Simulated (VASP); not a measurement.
# Al2O3 (R-3c) in VASP: notebook

Runs on Al2O3. Level: LDA. Tasks: relaxation of cell and atoms.

Program: VASP 6.6.1. These are calculated values, not measurements. Logs are shortened: lines on timing, memory, paths and dates and some standing lists are left out, and cuts for length are marked.

**1. The cell of the first run**

Symmetry: R-3c, No. 167, trigonal system. The conventional cell has a = 4.729 Å, b = 4.729 Å, c = 12.892 Å, α = 90.00°, β = 90.00°, γ = 120.00°. Al (site symmetry 3) has 6 O at 1.84 to 1.96 Å within 2.4 Å. Within 2.4 Å of O (site symmetry 2) lie 4 Al at 1.84 to 1.96 Å.

**2. Relaxation of cell and atoms, LDA**

The input, INCAR:

```
PREC = Accurate
ENCUT = 600
EDIFF = 1E-7
ISMEAR = 0
SIGMA = 0.01
LREAL = F
LASPH = T
NELM = 80
ALGO = Normal
ISIF = 3
LWAVE = F
LCHARG = F
IBRION = 2
NSW = 80
EDIFFG = -0.001
```

The input, KPOINTS:

```
Automatic mesh
0
Gamma
  6 6 6
```

The input, POSCAR:

```
Al2O3
1.0
    2.3645943923      1.3651992089      4.2972283229
   -2.3645943923      1.3651992089      4.2972283229
    0.0000000000     -2.7303984179      4.2972283228
Al O
4 6
Direct
    0.3520239544      0.3520239544      0.3520239544
    0.1479760456      0.1479760456      0.1479760456
    0.6479760456      0.6479760456      0.6479760456
    0.8520239544      0.8520239544      0.8520239544
    0.5558600132      0.9441399868      0.2500000000
    0.2500000000      0.5558600132      0.9441399868
    0.9441399868      0.2500000000      0.5558600132
    0.4441399868      0.0558600132      0.7500000000
    0.7500000000      0.4441399868      0.0558600132
    0.0558600132      0.7500000000      0.4441399868
```

Potentials or basis: VASP PAW LDA potentials, release 64 (Al, O).

Command:

```console
$ cat potpaw_LDA.64/Al/POTCAR potpaw_LDA.64/O/POTCAR > POTCAR
$ mpirun -np 1 vasp_std > vasp.out
```

OUTCAR:

```text
PREC = Accurate
   ENCUT = 600
   EDIFF = 1E-7
   ISMEAR = 0
   LREAL = F
   LASPH = T
   NELM = 80
   ISIF = 3
   IBRION = 2
   NSW = 80
   EDIFFG = -0.001

 ion  position               nearest neighbor table
   1  0.352  0.352  0.352-  10 1.84   8 1.84   9 1.84   6 1.96   5 1.96   7 1.96   2 2.63   3 2.77
                             3 2.77   3 2.77   2 3.20   2 3.20   2 3.20
   2  0.148  0.148  0.148-   9 1.84   8 1.84  10 1.84   7 1.96   5 1.96   6 1.96   1 2.63   4 2.77
                             4 2.77   4 2.77   1 3.20   1 3.20   1 3.20
   3  0.648  0.648  0.648-   7 1.84   5 1.84   6 1.84   9 1.96   8 1.96  10 1.96   4 2.63   1 2.77
                             1 2.77   1 2.77   4 3.20   4 3.20   4 3.20
   4  0.852  0.852  0.852-   6 1.84   5 1.84   7 1.84  10 1.96   8 1.96   9 1.96   3 2.63   2 2.77
                             2 2.77   2 2.77   3 3.20   3 3.20   3 3.20
   5  0.556  0.944  0.250-   3 1.84   4 1.84   1 1.96   2 1.96
   6  0.250  0.556  0.944-   4 1.84   3 1.84   1 1.96   2 1.96
   7  0.944  0.250  0.556-   3 1.84   4 1.84   2 1.96   1 1.96
   8  0.444  0.056  0.750-   1 1.84   2 1.84   3 1.96   4 1.96
   9  0.750  0.444  0.056-   2 1.84   1 1.84   3 1.96   4 1.96
  10  0.056  0.750  0.444-   1 1.84   2 1.84   4 1.96   3 1.96

  LATTYP: Found a trigonal (rhomboedric) cell.
 ALAT       =     5.0912912684
 COS(alpha) =     0.5685927696

  Lattice vectors:

 A1 = (   2.3645943923,   1.3651992089,   4.2972283229)
 A2 = (  -2.3645943923,   1.3651992089,   4.2972283229)
 A3 = (   0.0000000000,  -2.7303984179,   4.2972283228)

Analysis of symmetry for initial positions (statically):
=====================================================================
 Subroutine PRICEL returns:
 Original cell was already a primitive cell.

 Routine SETGRP: Setting up the symmetry group for a
 trigonal (rhombohedral) supercell.

 Subroutine GETGRP returns: Found 12 space group operations
 (whereof  6 operations were pure point group operations)
 out of a pool of 12 trial point group operations.

The static configuration has the point symmetry S_6 .
 The point group associated with its full space group is D_3d.

Analysis of symmetry for dynamics (positions and initial velocities):
=====================================================================
 Subroutine PRICEL returns:
 Original cell was already a primitive cell.

 Routine SETGRP: Setting up the symmetry group for a
 trigonal (rhombohedral) supercell.

 Subroutine GETGRP returns: Found 12 space group operations
 (whereof  6 operations were pure point group operations)
 out of a pool of 12 trial point group operations.

The dynamic configuration has the point symmetry S_6 .
 The point group associated with its full space group is D_3d.

 Subroutine INISYM returns: Found 12 space group operations
 (whereof  6 operations are pure point group operations),
 and found     1 'primitive' translations

----------------------------------------------------------------------------------------

                                     Primitive cell

  volume of cell :      83.2324

  direct lattice vectors                    reciprocal lattice vectors
     2.364594392  1.365199209  4.297228323     0.211452756  0.122082305  0.077569379
    -2.364594392  1.365199209  4.297228323    -0.211452756  0.122082305  0.077569379
     0.000000000 -2.730398418  4.297228323     0.000000000 -0.244164611  0.077569379

  length of vectors
     5.091291268  5.091291268  5.091291268     0.256190097  0.256190097  0.256190097

  position of ions in fractional coordinates (direct lattice)
     0.352023954  0.352023954  0.352023954
     0.147976046  0.147976046  0.147976046
     0.647976046  0.647976046  0.647976046
     0.852023954  0.852023954  0.852023954
     0.555860013  0.944139987  0.250000000
     0.250000000  0.555860013  0.944139987
     0.944139987  0.250000000  0.555860013
     0.444139987  0.055860013  0.750000000
     0.750000000  0.444139987  0.055860013
     0.055860013  0.750000000  0.444139987

  ion indices of the primitive-cell ions
   primitive index   ion index
                 1           1
                 2           2
                 3           3
                 4           4
                 5           5
                 6           6
                 7           7
                 8           8
                 9           9
                10          10

----------------------------------------------------------------------------------------

 KPOINTS: Automatic mesh

Automatic generation of k-mesh.
 Grid dimensions read from file:
 generate k-points for:    6    6    6

 Generating k-lattice:

  Cartesian coordinates                     Fractional coordinates (reciprocal lattice)
     0.035242126  0.020347051  0.012928230     0.166666667 -0.000000000  0.000000000
    -0.035242126  0.020347051  0.012928230    -0.000000000  0.166666667  0.000000000
     0.000000000 -0.040694102  0.012928230     0.000000000  0.000000000  0.166666667

  Length of vectors
     0.042698349  0.042698349  0.042698349

  Shift w.r.t. Gamma in fractional coordinates (k-lattice)
     0.000000000  0.000000000  0.000000000

 Subroutine IBZKPT returns following result:
 ===========================================

 Found     32 irreducible k-points:

 Following reciprocal coordinates:
            Coordinates               Weight
  0.000000  0.000000  0.000000      1.000000
  0.166667 -0.000000  0.000000      6.000000
  0.333333 -0.000000  0.000000      6.000000
  0.500000 -0.000000  0.000000      3.000000
  0.166667  0.166667  0.000000      6.000000
  0.333333  0.166667 -0.000000     12.000000
[... 16 lines left out ...]
  0.500000  0.500000  0.166667      6.000000
 -0.333333  0.500000  0.166667     12.000000
 [... further k-points ...]
   k-points           NKPTS =     32   k-points in BZ     NKDIM =     32   number of bands    NBANDS=     30
   number of dos      NEDOS =    301   number of ions     NIONS =     10
   total plane-waves  NPLWV =  74088
   dimension x,y,z NGX =    42 NGY =   42 NGZ =   42
   dimension x,y,z NGXF=    84 NGYF=   84 NGZF=   84
   ions per type =               4   6
   NGX,Y,Z   is equivalent  to a cutoff of  13.71, 13.71, 13.71 a.u.
   NGXF,Y,Z  is equivalent  to a cutoff of  27.43, 27.43, 27.43 a.u.
 SYSTEM =  unknown system
   PREC   = accura    normal or accurate (medium, high low for compatibility)
   ISTART =      0    job   : 0-new  1-cont  2-samecut
   ICHARG =      2    charge: 1-file 2-atom 10-const
   ISPIN  =      1    spin polarized calculation?
   LNONCOLLINEAR =      F non collinear calculations
   LSORBIT =      F    spin-orbit coupling
   LASPH  =      T    aspherical Exc in radial PAW
   ENCUT  =  600.0 eV  44.10 Ry    6.64 a.u.  10.17 10.17 10.17*2*pi/ulx,y,z
   NELM   =     80;   NELMIN=  2; NELMDL= -5     # of ELM steps
   EDIFF  = 0.1E-06   stopping-criterion for ELM
   LREAL  =      F    real-space projection
   EDIFFG = -.1E-02   stopping-criterion for IOM
   NSW    =     80    number of steps for IOM
   IBRION =      2    ionic relax: 0-MD 1-quasi-New 2-CG
   NFREE  =      1    steps in history (QN), initial steepest desc. (CG)
   ISIF   =      3    stress and relaxation
   ISYM   =      2    0-nonsym 1-usesym 2-fastsym
   POTIM  = 0.5000    time-step for ionic-motion
   TEBEG  =    0.0;   TEEND  =   0.0 temperature during run
   PSTRESS=    0.0 pullay stress
   NELECT =      48.0000    total number of electrons
   NUPDOWN=      -1.0000    fix difference up-down
   EMIN   =  10.00;   EMAX   =-10.00  energy-range for DOS
   EFERMI =   0.00;   METHOD = LEGACY
   ISMEAR =     0;   SIGMA  =   0.01  broadening in eV -4-tet -1-fermi 0-gaus
   EFERMI_NEDOS =   21; number of points for ismear=-14 and -15
   IALGO  =     38    algorithm
   IMIX   =      4    mixing-type and parameters
     AMIX     =   0.40;   BMIX     =  1.00
     AMIX_MAG =   1.60;   BMIX_MAG =  1.00
  volume/ion in A,a.u.               =       8.32        56.17
  Fermi-wavevector in a.u.,A,eV,Ry     =   1.362671  2.575075 25.264293  1.856873
  Thomas-Fermi vector in A             =   2.489141
   LORBIT       =      0    0 simple, 1 ext, 2 COOP (PROOUT), +10 PAW based schemes
   GGA     = CA    functional components
   LHFCALC =     F    Hartree Fock is set to
   AEXX    =    0.0000 exact exchange contribution
   IVDW    =     0    specifies the selected vdW correction
   LEPSILON=     F    determine dielectric tensor
   LRPA    =     F    only Hartree local field effects (RPA)
 conjugate gradient relaxation of ions
 non-spin polarized calculation
 Gauss-broadening in eV      SIGMA  =   0.01
  energy-cutoff  :      600.00
  volume of cell :       83.23
 maximum number of plane-waves:      2799
 NGX is ok and might be reduce to    42
   NGX = 21   NGY = 21   NGZ = 21

--------------------------------------- Ionic step        1  -------------------------------------------

 number of electron      48.0000003 magnetization

 Free energy of the ion-electron system (eV)
  ---------------------------------------------------
  ext. energy  EPLUGINS =         0.00000000
  ---------------------------------------------------
  free energy    TOTEN  =       -83.12620764 eV

  energy without entropy =      -83.12620764  energy(sigma->0) =      -83.12620764

------------------------ aborting loop because EDIFF is reached ----------------------------------------

  FORCE on cell =-STRESS in cart. coord.  units (eV):
  Direction    XX          YY          ZZ          XY          YZ          ZX
  --------------------------------------------------------------------------------------
  -------------------------------------------------------------------------------------
  Total        0.2877077      0.2877077      0.1694795      0.0000000      0.0000000      0.0000000
  in kB        5.5382141      5.5382141      3.2623860      0.0000000      0.0000000      0.0000000
  external PRESSURE =       4.7796048 kB  Pullay stress =       0.0000000 kB
[... 293 lines left out ...]
  energy  without entropy=      -83.1264792390  energy(sigma->0) =      -83.12647924

--------------------------------------- Ionic step        8  -------------------------------------------

 number of electron      48.0000003 magnetization

 Free energy of the ion-electron system (eV)
  ---------------------------------------------------
  ext. energy  EPLUGINS =         0.00000000
  ---------------------------------------------------
  free energy    TOTEN  =       -83.12647950 eV

  energy without entropy =      -83.12647950  energy(sigma->0) =      -83.12647950

 E-fermi :   6.1208     XC(G=0): -12.2593

 val. band max:        6.0432401954   @ k =   0.0000   0.0000   0.0000
 cond. band min:      12.4600720914   @ k =   0.0000   0.0000   0.0000
 fundamental gap:      6.4168318960
 Fermi energy:         6.1208497600

 k-point     1 :       0.0000    0.0000    0.0000
  band No.  band energies     occupation
      1     -13.1306      2.00000
      2     -10.6187      2.00000
      3     -10.3153      2.00000
      4     -10.3153      2.00000
      5      -9.9727      2.00000
      6      -9.9727      2.00000
[... 781 lines left out ...]
     29      16.6053      0.00000
     30      17.1621      0.00000

 [... further k-points ...]

------------------------ aborting loop because EDIFF is reached ----------------------------------------

  FORCE on cell =-STRESS in cart. coord.  units (eV):
  Direction    XX          YY          ZZ          XY          YZ          ZX
  --------------------------------------------------------------------------------------
  -------------------------------------------------------------------------------------
  Total       -0.0008233     -0.0008233     -0.0055469     -0.0000000      0.0000000     -0.0000000
  in kB       -0.0158188     -0.0158188     -0.1065781     -0.0000000      0.0000000     -0.0000000
  external PRESSURE =      -0.0460719 kB  Pullay stress =       0.0000000 kB
[... 25 lines left out ...]
  FREE ENERGIE OF THE ION-ELECTRON SYSTEM (eV)
  ---------------------------------------------------
  free  energy   TOTEN  =       -83.1264795025 eV

  energy  without entropy=      -83.1264795025  energy(sigma->0) =      -83.12647950

 reached required accuracy - stopping structural energy minimisation
```

Wall time 4.6 min (1 thread of Intel Xeon Platinum 8375C at 2.90GHz (Ice Lake), shared host); peak memory 0.25 GiB.

Results:

```yaml
Free_energy: -83.1265 eV
Relaxed_volume: 8.34 Å³/atom
Relaxed_cell: a = 5.094 Å, b = 5.094 Å, c = 5.094 Å, α = 55.37°, β = 55.37°, γ = 55.37°
Space_group_after_relaxing_to_0.1_Å: R-3c (No. 167)
Energy_gained_by_relaxing: 0.0 meV/atom
Ionic_steps: 8
Pressure_after_relaxing: 0.0 GPa
Band_gap_on_the_k_mesh: 6.42 eV
```

The path:
| step | energy change (eV) | largest force (eV/Å) | pressure (GPa) | volume (Å³) |
| --- | --- | --- | --- | --- |
| 1 | 0.0000 | 0.0125 | 0.48 | 83.23 |
| 2 | -0.0001 | 0.0071 | -0.46 | 83.53 |
| 3 | -0.0003 | 0.0062 | -0.02 | 83.39 |
| 4 | -0.0003 | 0.0063 | -0.01 | 83.39 |
| 5 | -0.0003 | 0.0017 | 0.01 | 83.38 |
| 6 | -0.0003 | 0.0013 | 0.01 | 83.38 |
| 7 | -0.0003 | 0.0012 | 0.01 | 83.38 |
| 8 | -0.0003 | 0.0006 | 0.00 | 83.39 |

Final structure:
```
CELL_PARAMETERS angstrom
2.36638 1.36623 4.29869
-2.36638 1.36623 4.29869
0.00000 -2.73246 4.29869
ATOMIC_POSITIONS crystal
Al 0.35200 0.35200 0.35200
Al 0.14800 0.14800 0.14800
Al 0.64800 0.64800 0.64800
Al 0.85200 0.85200 0.85200
O 0.55575 0.94425 0.25000
O 0.25000 0.55575 0.94425
O 0.94425 0.25000 0.55575
O 0.44425 0.05575 0.75000
O 0.75000 0.44425 0.05575
O 0.05575 0.75000 0.44425
```

Levels at points of the mesh, in eV from the valence-band top:
```
           k point  band 22  band 23  band 24  band 25  band 26  band 27
(0.00, 0.00, 0.00)    -0.04    -0.04     0.00     6.42     9.07    10.77
(0.50, 0.00, 0.00)    -0.94    -0.29    -0.29     9.45     9.45     9.74
(0.50, 0.50, 0.00)    -0.94    -0.77    -0.26     9.44     9.84     9.95
(0.50, 0.50, 0.50)    -0.39    -0.39    -0.39     8.74     8.74    11.00
```

A k mesh can miss the band edges.

(Part 1 of 2 ends here.)
